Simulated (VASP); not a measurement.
# Al2InN3 (Cmc2_1) in VASP: further runs

Al2InN3 is run at these levels: PBE; tasks: single point.

Program: VASP 6.6.1. These are calculated values, not measurements. Logs are shortened: lines on timing, memory, paths and dates and some standing lists are left out, and cuts for length are marked.

**1. The cell of the first run**

The structure is orthorhombic, space group Cmc2_1 (No. 36). The conventional cell has a = 9.760 Å, b = 5.611 Å, c = 5.199 Å, α = 90.00°, β = 90.00°, γ = 90.00°. Al (site symmetry 1) has 4 N at 1.89 to 1.90 Å within 2.5 Å. In (site symmetry m) has 4 N at 2.16 to 2.19 Å within 2.9 Å. N (site symmetry 1) has 3 Al at 1.89 to 1.90 Å and 1 In at 2.16 Å within 2.5 Å. Within 2.5 Å of N (site symmetry m) lie 2 Al at 1.89 Å and 2 In at 2.17 to 2.19 Å.

**2. Single point, PBE**

INCAR

```
  PREC = Accurate
  ENCUT = 520
  EDIFF = 1E-7
  ISMEAR = 0
  SIGMA = 0.1
  LREAL = F
  LASPH = T
  NELM = 80
  ALGO = Normal
  ISIF = 2
  LWAVE = F
  LCHARG = T
  GGA = PE
  LELF = T
  LVHAR = T
  NBANDS = 46
```

KPOINTS

```
Automatic mesh
0
Gamma
  4 4 4
```

POSCAR

```
Al2InN3
1.0
    4.8800191900     -2.8055150500      0.0000000000
    4.8800191900      2.8055150500      0.0000000000
    0.0000000000      0.0000000000      5.1994619400
Al In N
4 2 6
Direct
    0.5085428500      0.8349002500      0.4916267400
    0.1650997500      0.4914571500      0.4916267400
    0.4914571500      0.1650997500      0.9916267400
    0.8349002500      0.5085428500      0.9916267400
    0.8219155200      0.1780844800      0.4863837400
    0.1780844800      0.8219155200      0.9863837400
    0.5369825400      0.8335805700      0.8557999700
    0.1664194300      0.4630174600      0.8557999700
    0.4630174600      0.1664194300      0.3557999700
    0.8335805700      0.5369825400      0.3557999700
    0.7980913500      0.2019086500      0.9067628400
    0.2019086500      0.7980913500      0.4067628400
```

Potentials or basis: VASP PAW PBE potentials, release 64 (Al, In_d, N).

Run with:

```bash
$ cat potpaw_PBE.64/Al/POTCAR potpaw_PBE.64/In_d/POTCAR potpaw_PBE.64/N/POTCAR > POTCAR
$ mpirun -np 1 vasp_std > vasp.out
```

OUTCAR:

```text
PREC = Accurate
   ENCUT = 520
   EDIFF = 1E-7
   ISMEAR = 0
   LREAL = F
   LASPH = T
   NELM = 80
   ISIF = 2
   GGA = PE

 ion  position               nearest neighbor table
   1  0.509  0.835  0.492-   9 1.89  10 1.89  12 1.89   7 1.90   3 3.17   3 3.17   4 3.18   4 3.18
                             2 3.19   2 3.19   5 3.20   6 3.20   5 3.21   6 3.24   5 3.34   2 3.35
   2  0.165  0.491  0.492-  10 1.89   9 1.89  12 1.89   8 1.90   4 3.17   4 3.17   3 3.18   3 3.18
                             1 3.19   1 3.19   5 3.20   6 3.20   5 3.21   6 3.24   5 3.34   1 3.35
   3  0.491  0.165  0.992-   7 1.89   8 1.89  11 1.89   9 1.90   1 3.17   1 3.17   2 3.18   2 3.18
                             4 3.19   4 3.19   6 3.20   5 3.20   6 3.21   5 3.24   6 3.34   4 3.35
   4  0.835  0.509  0.992-   8 1.89   7 1.89  11 1.89  10 1.90   2 3.17   2 3.17   1 3.18   1 3.18
                             3 3.19   3 3.19   6 3.20   5 3.20   6 3.21   5 3.24   6 3.34   3 3.35
   5  0.822  0.178  0.486-   9 2.16  10 2.16  12 2.17  11 2.19   1 3.20   2 3.20   4 3.20   3 3.20
                             2 3.21   1 3.21   4 3.24   3 3.24   6 3.28   6 3.28   2 3.34   1 3.34
   6  0.178  0.822  0.986-   7 2.16   8 2.16  11 2.17  12 2.19   4 3.20   3 3.20   2 3.20   1 3.20
                             4 3.21   3 3.21   2 3.24   1 3.24   5 3.28   5 3.28   4 3.34   3 3.34
   7  0.537  0.834  0.856-   3 1.89   4 1.89   1 1.90   6 2.16
   8  0.166  0.463  0.856-   4 1.89   3 1.89   2 1.90   6 2.16
   9  0.463  0.166  0.356-   1 1.89   2 1.89   3 1.90   5 2.16
  10  0.834  0.537  0.356-   2 1.89   1 1.89   4 1.90   5 2.16
  11  0.798  0.202  0.907-   3 1.89   4 1.89   6 2.17   5 2.19
  12  0.202  0.798  0.407-   1 1.89   2 1.89   5 2.17   6 2.19

  LATTYP: Found a base centered orthorhombic cell.
 ALAT       =     5.6110301000
 B/A-ratio  =     1.7394378939
 C/A-ratio  =     0.9266501600

  Lattice vectors:

 A1 = (  -4.8800191900,  -2.8055150500,   0.0000000000)
 A2 = (   4.8800191900,  -2.8055150500,   0.0000000000)
 A3 = (   0.0000000000,   0.0000000000,   5.1994619400)

Analysis of symmetry for initial positions (statically):
=====================================================================
 Subroutine PRICEL returns:
 Original cell was already a primitive cell.

 Routine SETGRP: Setting up the symmetry group for a
 base centered orthorhombic supercell.

 Subroutine GETGRP returns: Found  4 space group operations
 (whereof  2 operations were pure point group operations)
 out of a pool of  8 trial point group operations.
[... 144 lines left out ...]
   NELECT =      68.0000    total number of electrons
   NUPDOWN=      -1.0000    fix difference up-down
   EMIN   =  10.00;   EMAX   =-10.00  energy-range for DOS
   EFERMI =   0.00;   METHOD = LEGACY
   ISMEAR =     0;   SIGMA  =   0.10  broadening in eV -4-tet -1-fermi 0-gaus
   EFERMI_NEDOS =   21; number of points for ismear=-14 and -15
   IALGO  =     38    algorithm
   IMIX   =      4    mixing-type and parameters
     AMIX     =   0.40;   BMIX     =  1.00
     AMIX_MAG =   1.60;   BMIX_MAG =  1.00
  volume/ion in A,a.u.               =      11.86        80.06
  Fermi-wavevector in a.u.,A,eV,Ry     =   1.279687  2.418257 22.280871  1.637598
  Thomas-Fermi vector in A             =   2.412158
   LORBIT       =      0    0 simple, 1 ext, 2 COOP (PROOUT), +10 PAW based schemes
   GGA     = PE    functional components
   LHFCALC =     F    Hartree Fock is set to
   AEXX    =    0.0000 exact exchange contribution
   IVDW    =     0    specifies the selected vdW correction
   LEPSILON=     F    determine dielectric tensor
   LRPA    =     F    only Hartree local field effects (RPA)
 non-spin polarized calculation
 Gauss-broadening in eV      SIGMA  =   0.10
  energy-cutoff  :      520.00
  volume of cell :      142.37
 maximum number of plane-waves:      3848
 NGX is ok and might be reduce to    42
   NGX = 21   NGY = 21   NGZ = 19

 number of electron      68.0000000 magnetization

 Free energy of the ion-electron system (eV)
  ---------------------------------------------------
  ext. energy  EPLUGINS =         0.00000000
  ---------------------------------------------------
  free energy    TOTEN  =       -80.78345170 eV

  energy without entropy =      -80.78345170  energy(sigma->0) =      -80.78345170

 E-fermi :   6.8286     XC(G=0): -10.9716

 val. band max:        6.3340674074   @ k =   0.0000   0.0000   0.0000
 cond. band min:       8.6281029569   @ k =   0.0000   0.0000   0.0000
 fundamental gap:      2.2940355494
 Fermi energy:         6.8285768068

 k-point     1 :       0.0000    0.0000    0.0000
  band No.  band energies     occupation
      1      -8.4971      2.00000
      2      -7.8913      2.00000
      3      -7.5505      2.00000
      4      -7.3544      2.00000
      5      -7.3047      2.00000
      6      -7.1724      2.00000
[... 1018 lines left out ...]
     45      15.6224      0.00000
     46      15.6224      0.00000

------------------------ aborting loop because EDIFF is reached ----------------------------------------

  FORCE on cell =-STRESS in cart. coord.  units (eV):
  Direction    XX          YY          ZZ          XY          YZ          ZX
  --------------------------------------------------------------------------------------
  -------------------------------------------------------------------------------------
  Total        3.7755417      3.8116916      3.9518267      0.0000000      0.0000000      0.0000000
  in kB       42.4881011     42.8949141     44.4719265      0.0000000      0.0000000      0.0000000
  external PRESSURE =      43.2849806 kB  Pullay stress =       0.0000000 kB

 VOLUME and BASIS-vectors are now :
 -----------------------------------------------------------------------------
  energy-cutoff  :      520.00
  volume of cell :      142.37
      direct lattice vectors                 reciprocal lattice vectors
     4.880019190 -2.805515050  0.000000000     0.102458613 -0.178220395  0.000000000
     4.880019190  2.805515050  0.000000000     0.102458613  0.178220395  0.000000000
     0.000000000  0.000000000  5.199461940     0.000000000  0.000000000  0.192327593

 POSITION                                       TOTAL-FORCE (eV/Angst)
 -----------------------------------------------------------------------------------
      6.55603      0.91560      2.55619        -0.002313      0.008143      0.002849
      3.20401      0.91560      2.55619         0.002313      0.008143      0.002849
      3.20401     -0.91560      5.15593         0.002313     -0.008143      0.002849
      6.55603     -0.91560      5.15593        -0.002313     -0.008143      0.002849
      4.88002     -1.80628      2.52893         0.000000      0.005608      0.001763
      4.88002      1.80628      5.12866         0.000000     -0.005608      0.001763
      6.68837      0.83211      4.44970         0.017076     -0.003829     -0.007986
      3.07166      0.83211      4.44970        -0.017076     -0.003829     -0.007986
      3.07166     -0.83211      1.84997        -0.017076      0.003829     -0.007986
      6.68837     -0.83211      1.84997         0.017076      0.003829     -0.007986
      4.88002     -1.67260      4.71468         0.000000      0.011608      0.008510
      4.88002      1.67260      2.11495         0.000000     -0.011608      0.008510
 -----------------------------------------------------------------------------------
    total drift:                               -0.000001     -0.000000      0.000567

  FREE ENERGIE OF THE ION-ELECTRON SYSTEM (eV)
  ---------------------------------------------------
  free  energy   TOTEN  =       -80.7834516983 eV

  energy  without entropy=      -80.7834516983  energy(sigma->0) =      -80.78345170
```

Run time: 4 min. Hardware: 1 thread of Intel Xeon 8259CL, shared host; peak memory 0.31 GiB.

Results:

- Free energy: -80.7835 eV
- Pressure: 4.3 GPa
- Largest force: 0.019 eV/Å
- Band gap on the k mesh: 2.29 eV

Forces in eV/Å, atoms in the order of the input:
```
Al  -0.002  0.008  0.003
Al   0.002  0.008  0.003
Al   0.002 -0.008  0.003
Al  -0.002 -0.008  0.003
In   0.000  0.006  0.002
In   0.000 -0.006  0.002
N    0.017 -0.004 -0.008
N   -0.017 -0.004 -0.008
N   -0.017  0.004 -0.008
N    0.017  0.004 -0.008
N    0.000  0.012  0.009
N    0.000 -0.012  0.009
```

Levels at points of the mesh, in eV from the valence-band top:
```tsv
k point	band 30	band 31	band 32	band 33	band 34	band 35	band 36	band 37	band 38	band 39
(0.00, 0.00, 0.00)	-0.63	-0.62	-0.07	-0.06	0.00	2.29	4.53	5.26	5.63	7.76
(0.50, 0.00, 0.00)	-0.83	-0.72	-0.60	-0.59	-0.28	4.36	4.60	5.79	5.95	6.83
(0.50, 0.50, 0.00)	-0.98	-0.70	-0.54	-0.49	-0.34	4.11	4.85	5.50	6.16	6.27
(0.00, 0.00, 0.50)	-0.45	-0.40	-0.40	-0.13	-0.13	4.40	4.40	6.82	6.82	6.86
(0.50, 0.00, 0.50)	-1.34	-0.92	-0.92	-0.51	-0.51	4.57	4.57	5.62	5.62	6.03
(0.50, 0.50, 0.50)	-1.15	-0.92	-0.92	-0.61	-0.61	4.72	4.72	5.66	5.66	5.91
```

Caveat: the cell stands under pressure; spin-orbit coupling is left out, which moves the levels of the heavy elements.

**3. Single point, PBE**

This run uses another cell than the first one, of 12.15 Å³/atom.

INCAR

```
PREC = Accurate
ENCUT = 520
EDIFF = 1E-6
ISMEAR = 0
SIGMA = 0.1
LREAL = False
LASPH = True
NELM = 80
ALGO = Normal
ISIF = 2
LWAVE = False
LCHARG = False
GGA = PE
NBANDS = 46
```

KPOINTS is that of step 2.

POSCAR

```
Al2InN3
1.0
    4.9183778447     -2.8259164855      0.0000000000
    4.9183778447      2.8259164855      0.0000000000
    0.0000000000      0.0000000000      5.2445194660
Al In N
4 2 6
Direct
    0.5083602660      0.8349797280      0.4917855194
    0.1650202720      0.4916397340      0.4917855194
    0.4916397340      0.1650202720      0.9917855194
    0.8349797280      0.5083602660      0.9917855194
    0.8218960738      0.1781039262      0.4866053210
    0.1781039262      0.8218960738      0.9866053210
    0.5371269919      0.8336146878      0.8557013548
    0.1663853122      0.4628730081      0.8557013548
    0.4628730081      0.1663853122      0.3557013548
    0.8336146878      0.5371269919      0.3557013548
    0.7979327595      0.2020672405      0.9064209305
    0.2020672405      0.7979327595      0.4064209305
```

Potentials or basis: VASP PAW PBE potentials, release 64 (Al, In_d, N).

Run with:

```bash
$ cat potpaw_PBE.64/Al/POTCAR potpaw_PBE.64/In_d/POTCAR potpaw_PBE.64/N/POTCAR > POTCAR
$ mpirun -np 1 vasp_std > vasp.out
```

Run time: 4.1 min. Hardware: 1 thread of Intel Xeon 8259CL, shared host; peak memory 0.32 GiB.

Results (log left out):

| Quantity | Value |
| --- | --- |
| Free energy | -80.8321 eV |
| Pressure | 0.1 GPa |
| Largest force | 0.007 eV/Å |
| Band gap on the k mesh | 2.16 eV |

Forces in eV/Å, atoms in the order of the input:
```
Al   0.003 -0.003 -0.002
Al  -0.003 -0.003 -0.002
Al  -0.003  0.003 -0.002
Al   0.003  0.003 -0.002
In   0.000  0.003  0.003
In   0.000 -0.003  0.003
N   -0.005  0.005 -0.001
N    0.005  0.005 -0.001
N    0.005 -0.005 -0.001
N   -0.005 -0.005 -0.001
N    0.000  0.000  0.004
N    0.000  0.000  0.004
```

Stress tensor (GPa, compression positive):
```
-0.03  0.00  0.00
 0.00  0.17  0.00
 0.00  0.00  0.19
```

Levels at points of the mesh, in eV from the valence-band top:
```tsv
k point	band 32	band 33	band 34	band 35	band 36	band 37
(0.00, 0.00, 0.00)	-0.07	-0.05	0.00	2.16	4.38	5.24
(0.50, 0.00, 0.00)	-0.58	-0.58	-0.27	4.22	4.47	5.72
(0.50, 0.50, 0.00)	-0.52	-0.48	-0.33	3.97	4.71	5.38
(0.00, 0.00, 0.50)	-0.39	-0.13	-0.13	4.25	4.25	6.70
(0.50, 0.00, 0.50)	-0.89	-0.50	-0.50	4.47	4.47	5.53
(0.50, 0.50, 0.50)	-0.89	-0.61	-0.61	4.61	4.61	5.54
```

Caveat: spin-orbit coupling is left out, which moves the levels of the heavy elements.

(Part 1 of 2 ends here.)
